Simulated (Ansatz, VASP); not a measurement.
**Two plane-wave programs on GaP**

```
CELL_PARAMETERS angstrom
3.81193 0.00000 0.00000
-1.90596 3.30122 0.00000
0.00000 0.00000 6.34342
ATOMIC_POSITIONS crystal
Ga 0.33333 0.66667 0.67207
Ga 0.66667 0.33333 0.32793
P 0.00000 0.00000 0.82729
P 0.00000 0.00000 0.17271
```

Alike in both runs: task relaxation of cell and atoms; functional PBE; k mesh 12 × 12 × 8; occupations gaussian, width 0.1 eV; no spin polarisation.

```csv
,VASP,Ansatz
version,VASP 6.6.1,Ansatz 0.2.0
potentials or method,"VASP PAW PBE potentials, release 64 (Ga_d, P), cutoff 600 eV","scalar-relativistic, plane waves, PAW"
valence electrons in the cell,36,36
```

```csv
,VASP,Ansatz,Ansatz less VASP
"gap on the k mesh at the Fermi level, each at its own relaxed structure (eV)",none,none,-
relaxed volume (Å³/atom),19.93,19.97,+0.034
relaxed cell length with the largest relative difference (Å),3.816,3.818,+0.0022
```

A gap of «none» marks a metal or a gap that the smearing closes.
